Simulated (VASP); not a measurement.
# AlN (Fm-3m) in VASP: single point with HSE06

Aim: the single point of AlN with HSE06.

Program: VASP 6.6.1. These are calculated values, not measurements. Logs are shortened: lines on timing, memory, paths and dates and some standing lists are left out, and cuts for length are marked.

### Step 1. The cell of the first run

It takes space group Fm-3m (No. 225, cubic). The conventional cell has a = 4.078 Å, b = 4.078 Å, c = 4.078 Å, α = 90.00°, β = 90.00°, γ = 90.00°. Within 2.7 Å of Al (site symmetry m-3m) lie 6 N at 2.04 Å. N (site symmetry m-3m) has 6 Al at 2.04 Å within 2.7 Å.

### Step 2. Single point, HSE06 (strain +1.0%)

Contents of POSCAR:

```
AlN
1.0
    0.0000000000      2.0390571358      2.0390571358
    2.0390571358      0.0000000000      2.0390571358
    2.0390571358      2.0390571358      0.0000000000
Al N
1 1
Direct
    0.0000000000      0.0000000000      0.0000000000
    0.5000000000      0.5000000000      0.5000000000
```

Contents of INCAR.step1:

```
SYSTEM = AlN
PREC = Accurate
ENCUT = 520
EDIFF = 1E-5
ISMEAR = 0
SIGMA = 0.01
LREAL = .FALSE.
LASPH = .TRUE.
NELM = 100
ALGO = Normal
ISIF = 2
LWAVE = .TRUE.
LCHARG = .FALSE.
NBANDS = 11
GGA = PE
```

Contents of INCAR.step2:

```
SYSTEM = AlN
PREC = Accurate
ENCUT = 520
EDIFF = 1E-7
ISMEAR = 0
SIGMA = 0.01
LREAL = .FALSE.
LASPH = .TRUE.
NELM = 100
ALGO = Normal
ISIF = 2
LWAVE = .FALSE.
LCHARG = .FALSE.
GGA = PE
LHFCALC = .TRUE.
HFSCREEN = 0.2079
PRECFOCK = Normal
NBANDS = 11
ISTART = 1
```

Contents of KPOINTS:

```
Automatic mesh
0
G
  8 8 8
  0 0 0
```

Potentials or basis: VASP PAW PBE potentials, release 64 (Al, N).

Run with:

```sh
cat potpaw_PBE.64/Al/POTCAR potpaw_PBE.64/N/POTCAR > POTCAR
cp INCAR.step1 INCAR
mpirun -np 1 vasp_std > vasp.out
cp INCAR.step2 INCAR
mpirun -np 1 vasp_std > vasp.out
```

OUTCAR:

```text
SYSTEM = AlN
   PREC = Accurate
   ENCUT = 520
   EDIFF = 1E-7
   ISMEAR = 0
   LREAL = .FALSE.
   LASPH = .TRUE.
   NELM = 100
   ISIF = 2
   GGA = PE
   LHFCALC = .TRUE.
   HFSCREEN = 0.2079
   PRECFOCK = Normal
   ISTART = 1

 ion  position               nearest neighbor table
   1  0.000  0.000  0.000-   2 2.04   2 2.04   2 2.04   2 2.04   2 2.04   2 2.04
   2  0.500  0.500  0.500-   1 2.04   1 2.04   1 2.04   1 2.04   1 2.04   1 2.04

  LATTYP: Found a face centered cubic cell.
 ALAT       =     4.0781142716

  Lattice vectors:

 A1 = (   0.0000000000,   2.0390571358,   2.0390571358)
 A2 = (   2.0390571358,   0.0000000000,   2.0390571358)
 A3 = (   2.0390571358,   2.0390571358,   0.0000000000)

Analysis of symmetry for initial positions (statically):
=====================================================================
 Subroutine PRICEL returns:
 Original cell was already a primitive cell.

 Routine SETGRP: Setting up the symmetry group for a
 face centered cubic supercell.

 Subroutine GETGRP returns: Found 48 space group operations
 (whereof 48 operations were pure point group operations)
 out of a pool of 48 trial point group operations.

The static configuration has the point symmetry O_h .

Analysis of symmetry for dynamics (positions and initial velocities):
=====================================================================
 Subroutine PRICEL returns:
 Original cell was already a primitive cell.

 Routine SETGRP: Setting up the symmetry group for a
 face centered cubic supercell.

 Subroutine GETGRP returns: Found 48 space group operations
 (whereof 48 operations were pure point group operations)
 out of a pool of 48 trial point group operations.

The dynamic configuration has the point symmetry O_h .

 Subroutine INISYM returns: Found 48 space group operations
 (whereof 48 operations are pure point group operations),
 and found     1 'primitive' translations

----------------------------------------------------------------------------------------

                                     Primitive cell

  volume of cell :      16.9558

  direct lattice vectors                    reciprocal lattice vectors
     0.000000000  2.039057136  2.039057136    -0.245211373  0.245211373  0.245211373
     2.039057136  0.000000000  2.039057136     0.245211373 -0.245211373  0.245211373
     2.039057136  2.039057136  0.000000000     0.245211373  0.245211373 -0.245211373

  length of vectors
     2.883662256  2.883662256  2.883662256     0.424718557  0.424718557  0.424718557

  position of ions in fractional coordinates (direct lattice)
     0.000000000  0.000000000  0.000000000
     0.500000000  0.500000000  0.500000000

  ion indices of the primitive-cell ions
   primitive index   ion index
                 1           1
                 2           2

----------------------------------------------------------------------------------------

 KPOINTS: Automatic mesh

Automatic generation of k-mesh.
 Grid dimensions read from file:
 generate k-points for:    8    8    8

 Generating k-lattice:

  Cartesian coordinates                     Fractional coordinates (reciprocal lattice)
    -0.030651422  0.030651422  0.030651422     0.125000000  0.000000000  0.000000000
     0.030651422 -0.030651422  0.030651422     0.000000000  0.125000000  0.000000000
     0.030651422  0.030651422 -0.030651422     0.000000000  0.000000000  0.125000000

  Length of vectors
     0.053089820  0.053089820  0.053089820

  Shift w.r.t. Gamma in fractional coordinates (k-lattice)
     0.000000000  0.000000000  0.000000000

 Subroutine IBZKPT returns following result:
 ===========================================

 Found     29 irreducible k-points:

 Following reciprocal coordinates:
            Coordinates               Weight
  0.000000  0.000000  0.000000      1.000000
  0.125000  0.000000  0.000000      8.000000
  0.250000  0.000000  0.000000      8.000000
  0.375000  0.000000  0.000000      8.000000
  0.500000  0.000000  0.000000      4.000000
  0.125000  0.125000  0.000000      6.000000
[... 16 lines left out ...]
  0.500000  0.250000  0.125000     48.000000
 -0.375000  0.250000  0.125000     24.000000
 [... further k-points ...]
   k-points           NKPTS =     29   k-points in BZ     NKDIM =    512   number of bands    NBANDS=     11
   number of dos      NEDOS =    301   number of ions     NIONS =      2
   total plane-waves  NPLWV =  13824
   dimension x,y,z NGX =    24 NGY =   24 NGZ =   24
   dimension x,y,z NGXF=    48 NGYF=   48 NGZF=   48
   ions per type =               1   1
   NGX,Y,Z   is equivalent  to a cutoff of  13.84, 13.84, 13.84 a.u.
   NGXF,Y,Z  is equivalent  to a cutoff of  27.67, 27.67, 27.67 a.u.
 SYSTEM =  AlN
   PREC   = accura    normal or accurate (medium, high low for compatibility)
   ISTART =      1    job   : 0-new  1-cont  2-samecut
   ICHARG =      0    charge: 1-file 2-atom 10-const
   ISPIN  =      1    spin polarized calculation?
   LNONCOLLINEAR =      F non collinear calculations
   LSORBIT =      F    spin-orbit coupling
   LASPH  =      T    aspherical Exc in radial PAW
   ENCUT  =  520.0 eV  38.22 Ry    6.18 a.u.   5.36  5.36  5.36*2*pi/ulx,y,z
   NELM   =    100;   NELMIN=  2; NELMDL=  0     # of ELM steps
   EDIFF  = 0.1E-06   stopping-criterion for ELM
   LREAL  =      F    real-space projection
   EDIFFG = 0.1E-05   stopping-criterion for IOM
   NSW    =      0    number of steps for IOM
   IBRION =     -1    ionic relax: 0-MD 1-quasi-New 2-CG
   NFREE  =      0    steps in history (QN), initial steepest desc. (CG)
   ISIF   =      2    stress and relaxation
   ISYM   =      3    0-nonsym 1-usesym 2-fastsym
   POTIM  = 0.5000    time-step for ionic-motion
   TEBEG  =    0.0;   TEEND  =   0.0 temperature during run
   PSTRESS=    0.0 pullay stress
   NELECT =       8.0000    total number of electrons
   NUPDOWN=      -1.0000    fix difference up-down
   EMIN   =  10.00;   EMAX   =-10.00  energy-range for DOS
   EFERMI =   0.00;   METHOD = LEGACY
   ISMEAR =     0;   SIGMA  =   0.01  broadening in eV -4-tet -1-fermi 0-gaus
   EFERMI_NEDOS =   21; number of points for ismear=-14 and -15
   IALGO  =     38    algorithm
   IMIX   =      1    mixing-type and parameters
     AMIX     =   0.40;   BMIX     =  1.00
     AMIX_MAG =   1.60;   BMIX_MAG =  1.00
  volume/ion in A,a.u.               =       8.48        57.21
  Fermi-wavevector in a.u.,A,eV,Ry     =   1.274477  2.408413 22.099839  1.624292
  Thomas-Fermi vector in A             =   2.407243
   LORBIT       =      0    0 simple, 1 ext, 2 COOP (PROOUT), +10 PAW based schemes
   GGA     = PE    functional components
   LHFCALC =     T    Hartree Fock is set to
   PRECFOCK=normal    Normal, Fast or Accurate (Low or Medium for compatibility)
   ENCUT4O =  -1.0   cutoff for four orbital integrals eV
   NKREDX  =     1    reduce k-point grid by
   NKREDY  =     1    reduce k-point grid by
   NKREDZ  =     1    reduce k-point grid by
   AEXX    =    0.2500 exact exchange contribution
   HFSCREEN=    0.2079 screening length (either q_TF or 0.3 A-1)
   HFSCREENC=   0.2079 screening length for correlation (either q_TF or 0.3 A-1)
   ENCUTFOCK=  -1.0 apply spherical cutoff to Coloumb kernel
   IVDW    =     0    specifies the selected vdW correction
   LEPSILON=     F    determine dielectric tensor
   LRPA    =     F    only Hartree local field effects (RPA)
 non-spin polarized calculation
 Gauss-broadening in eV      SIGMA  =   0.01
  energy-cutoff  :      520.00
  volume of cell :       16.96
 maximum number of plane-waves:       469
 NGX is ok and might be reduce to    24
  NGX = 18; NGY = 18; NGZ = 18

 number of electron       8.0000000 magnetization

 Free energy of the ion-electron system (eV)
  ---------------------------------------------------
  ext. energy  EPLUGINS =         0.00000000
  ---------------------------------------------------
  free energy    TOTEN  =       -17.11741182 eV

  energy without entropy =      -17.11741182  energy(sigma->0) =      -17.11741182

 E-fermi :   8.8289     XC(G=0):  -9.9641

 val. band max:        8.7847768630   @ k =   0.0000   0.0000   0.0000
 cond. band min:      14.4860936723   @ k =   0.5000   0.5000   0.0000
 fundamental gap:      5.7013168093
 Fermi energy:         8.8289371178

 k-point     1 :       0.0000    0.0000    0.0000
  band No.  band energies     occupation
      1     -10.1960      2.00000
      2       8.7848      2.00000
      3       8.7848      2.00000
      4       8.7848      2.00000
      5      15.5797      0.00000
      6      22.4875      0.00000
      7      22.4875      0.00000
      8      22.4875      0.00000
      9      27.5991      0.00000
     10      28.2815      0.00000
     11      28.2815      0.00000

 k-point     2 :       0.1250    0.0000    0.0000
  band No.  band energies     occupation
      1      -9.8619      2.00000
      2       7.1913      2.00000
      3       8.5949      2.00000
      4       8.5949      2.00000
      5      16.5082      0.00000
      6      21.2914      0.00000
      7      22.9127      0.00000
      8      22.9127      0.00000
      9      26.2408      0.00000
     10      26.2408      0.00000
     11      28.5291      0.00000

 k-point     3 :       0.2500    0.0000    0.0000
  band No.  band energies     occupation
      1      -8.9136      2.00000
      2       4.1443      2.00000
      3       8.1803      2.00000
      4       8.1803      2.00000
      5      16.9141      0.00000
      6      21.4968      0.00000
      7      22.5695      0.00000
      8      22.5695      0.00000
      9      26.6222      0.00000
     10      26.6222      0.00000
     11      27.5227      0.00000
[... 267 lines left out ...]
 k-point    23 :       0.5000    0.2500    0.1250
  band No.  band energies     occupation
      1      -6.9677      2.00000
      2       1.9047      2.00000
      3       5.1287      2.00000
      4       6.9961      2.00000
      5      18.4770      0.00000
      6      19.2978      0.00000
      7      21.1656      0.00000
      8      23.6193      0.00000
      9      27.4571      0.00000
     10      30.7086      0.00000
     11      32.4747      0.00000

 k-point    24 :      -0.3750    0.2500    0.1250
  band No.  band energies     occupation
      1      -6.3140      2.00000
      2       0.9078      2.00000
      3       4.8914      2.00000
      4       6.7122      2.00000
      5      18.5720      0.00000
      6      18.6706      0.00000
      7      22.8169      0.00000
      8      23.0801      0.00000
      9      28.6100      0.00000
     10      29.5733      0.00000
     11      33.0186      0.00000

 [... further k-points ...]

------------------------ aborting loop because EDIFF is reached ----------------------------------------

  FORCE on cell =-STRESS in cart. coord.  units (eV):
  Direction    XX          YY          ZZ          XY          YZ          ZX
  --------------------------------------------------------------------------------------
  -------------------------------------------------------------------------------------
  Total       -0.9719204     -0.9719204     -0.9719204     -0.0000000     -0.0000000     -0.0000000
  in kB      -91.8381421    -91.8381421    -91.8381421     -0.0000000     -0.0000000     -0.0000000
  external PRESSURE =     -91.8381421 kB  Pullay stress =       0.0000000 kB

 VOLUME and BASIS-vectors are now :
 -----------------------------------------------------------------------------
  energy-cutoff  :      520.00
  volume of cell :       16.96
      direct lattice vectors                 reciprocal lattice vectors
     0.000000000  2.039057136  2.039057136    -0.245211373  0.245211373  0.245211373
     2.039057136  0.000000000  2.039057136     0.245211373 -0.245211373  0.245211373
     2.039057136  2.039057136  0.000000000     0.245211373  0.245211373 -0.245211373

 POSITION                                       TOTAL-FORCE (eV/Angst)
 -----------------------------------------------------------------------------------
      0.00000      0.00000      0.00000         0.000000     -0.000000      0.000000
      2.03906      2.03906      2.03906        -0.000000      0.000000     -0.000000
 -----------------------------------------------------------------------------------
    total drift:                               -0.000000     -0.000000     -0.000000

  FREE ENERGIE OF THE ION-ELECTRON SYSTEM (eV)
  ---------------------------------------------------
  free  energy   TOTEN  =       -17.1174118227 eV

  energy  without entropy=      -17.1174118227  energy(sigma->0) =      -17.11741182
```

Wall time 39 min (1 thread of Oxide Virtual Turin-like, shared host); peak memory 0.22 GiB.

Results:

- Free energy: -17.1174 eV
- Pressure: -9.2 GPa
- Band gap on the k mesh: 5.70 eV (least direct gap 6.79 eV)

Caveat: the cell differs from its parent crystal (strain +1.0%); the cell stands under tension; the structure was generated, so it needn't be the stable form of AlN; the PAW data sets were made with another functional, which shifts forces and pressure a little. A k mesh can miss the band edges.
